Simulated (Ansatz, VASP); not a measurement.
**BaF2: VASP beside Ansatz**

```
Ba F
1.0
     0.00000    3.07225    3.07225
     3.07225    0.00000    3.07225
     3.07225    3.07225    0.00000
Ba F
1 2
Direct
  0.00000 0.00000 0.00000
  0.25000 0.25000 0.25000
  0.75000 0.75000 0.75000
```

Alike in both runs: task single point; functional PBE; k mesh 6 × 6 × 6; occupations fermi-dirac, width 0.05 eV; no spin polarisation.

|  | VASP | Ansatz |
| --- | --- | --- |
| version | VASP 6.6.1 | Ansatz 0.2.0 |
| potentials or method | VASP PAW PBE potentials, release 64 (Ba_sv, F), cutoff 600 eV | plane waves, PAW |
| valence electrons in the cell | 24 | 24 |

```csv
,VASP,Ansatz,Ansatz less VASP
pressure (GPa),4.1,3.0,-1.14
```

Neither program's run includes spin-orbit coupling.
